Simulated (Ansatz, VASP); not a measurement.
GaP in VASP and in Ansatz

File POSCAR:

```
GaP
1.0
    2.6707450000      2.6707450000      0.0000000000
   -2.6707450000      2.6707450000      0.0000000000
    0.0000000000      2.6707450000      2.7718596842
Ga P
1 1
Direct
    0.0000000000      0.0000000000      0.0000000000
    0.7500000000      0.2500000000      0.5000000000
```

The input INCAR.step1:

```
PREC = Accurate
ENCUT = 520
ISMEAR = 0
SIGMA = 0.01
LREAL = False
LASPH = True
NELM = 100
NBANDS = 16
GGA = PE
ALGO = Normal
EDIFF = 1E-4
LWAVE = True
LCHARG = False
```

File INCAR.step2:

```
PREC = Accurate
ENCUT = 520
EDIFF = 1E-6
ISMEAR = 0
SIGMA = 0.01
LREAL = False
LASPH = True
NELM = 100
ALGO = Normal
ISIF = 2
LWAVE = False
LCHARG = True
METAGGA = R2SCAN
LMIXTAU = True
LELF = True
LVHAR = True
NBANDS = 16
ISTART = 1
```

KPOINTS

```
regular mesh
0
Gamma
  8 8 8
```

Input for Ansatz:

```yaml
crystal:
  lattice:
    - [2.670745, 2.670745, 0.0]
    - [-2.670745, 2.670745, 0.0]
    - [0.0, 2.670745, 2.77185968422]
  atoms:
    - { symbol: Ga, position: [0.0, 0.0, 0.0] }
    - { symbol: P, position: [0.75, 0.25, 0.5] }
kpoints:
  mp_grid: { grid: [8, 8, 8] }
scf:
  occupations: { method: fixed }
  convergence: { dr2_threshold: 1.0e-10 }
hamiltonian:
  xc: r2scan
  pseudopotentials: { kind: paw }
output:
  forces: true
  stress: true
  eigenstates:
    kpoints:
      - [0.0, 0.0, 0.0]
      - [0.425078193, -0.425078193, 0.0]
      - [0.425078193, 0.425078193, 0.425078193]
      - [0.0, 0.0, 0.425078193]
      - [0.5, 0.0, 0.0]
      - [0.0, 0.5, 0.5]
      - [0.0, -0.5, 0.0]
      - [0.5, 0.0, 0.5]
      - [-0.5, -0.5, -0.5]
      - [-0.5, 0.5, 0.0]
      - [0.0, 0.0, -0.5]
  eigenvalues: true
```

Change from the starting cell: film at in-plane strain -0.02.

Alike in both runs: task single point; functional r2SCAN; k mesh 8 × 8 × 8; no spin polarisation.

|  | VASP | Ansatz |
| --- | --- | --- |
| version | VASP 6.6.1 | Ansatz 0.2.0 |
| potentials or method | VASP PAW PBE potentials, release 64 (Ga_d, P) | PAW with Ansatz's default frozen-core files, scalar-relativistic |
| plane-wave cutoff (eV) | 520 | 500 |
| occupations | gaussian, width 0.01 eV | fixed |
| valence electrons in the cell | 18 | 18 |

|  | VASP | Ansatz | Ansatz less VASP |
| --- | --- | --- | --- |
| gap on the k mesh at the Fermi level (eV) | 1.67 | 1.66 | -0.007 |
| pressure (GPa) | 2.1 | 2.2 | +0.09 |
| traceless stress, the component that is largest in VASP (GPa) | -2.18 | -2.18 | +0.002 |

VASP's potentials were made for PBE, not for r2SCAN.
